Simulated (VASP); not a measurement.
Set up this calculation in VASP 6.6.1, as the native input.

```yaml
Task: single point
Functional: PBE
Potentials_or_basis: VASP PAW PBE potentials, release 64 (Er_3, Ga_d, P), 4f in core
Cutoff: 500 eV
k_mesh: 10 × 10 × 6
Occupations: gaussian, width 0.02 eV
Spin: no spin polarisation
Dipole_correction: no
Mended: yes
Further_INCAR_settings: ALGO = Normal; EDIFF = 1e-06; NBANDS = 24
```

The structure of ErGaP2 lies in POSCAR:

```
ErGaP2
1.0
    4.0951850166      0.0000000000      0.0000000000
    0.0000000000      4.0951850166      0.0000000000
    0.0000000000      0.0000000000      6.1007900773
Er Ga P
1 1 2
Direct
    0.5000000000      0.5000000000      0.5000000000
    0.0000000000      0.0000000000      0.0000000000
    0.0000000000      0.5000000000      0.2183479325
    0.5000000000      0.0000000000      0.7816520675
```

The cell was built from a structure type or drawn by symmetry, and may not be a known phase.

The input as run:

INCAR

```
ALGO = Normal ; EDIFF = 1E-6
ENCUT = 500 ; GGA = PE
GGA_COMPAT = F ; ISIF = 2
ISMEAR = 0 ; LASPH = T
LCHARG = T ; LELF = T
LMAXMIX = 6 ; LREAL = F
LVHAR = T ; LWAVE = F
NBANDS = 24 ; NELM = 200
PREC = Accurate ; SIGMA = 0.02
```

KPOINTS

```
k-points
0
Gamma
  10 10 6
```

Potentials or basis: VASP PAW PBE potentials, release 64 (Er_3, Ga_d, P), 4f in core.

Launch:

```bash
$ cat potpaw_PBE.64/Er_3/POTCAR potpaw_PBE.64/Ga_d/POTCAR potpaw_PBE.64/P/POTCAR > POTCAR
$ mpirun -np 1 vasp_std > vasp.out
```

It gave:

```
Pressure               : 0.2 GPa
Largest force          : 0.037 eV/Å
Band gap on the k mesh : 0.31 eV (least direct gap 0.54 eV)
```

Caveat: spin-orbit coupling is left out, which moves the levels of the heavy elements; the 4f electrons are frozen in the core, so they carry no moment and show no levels.

Wall time 74 s on 1 thread of Intel(R) Xeon(R) 6975P-C (Granite Rapids) (shared host), peak memory 0.34 GiB.
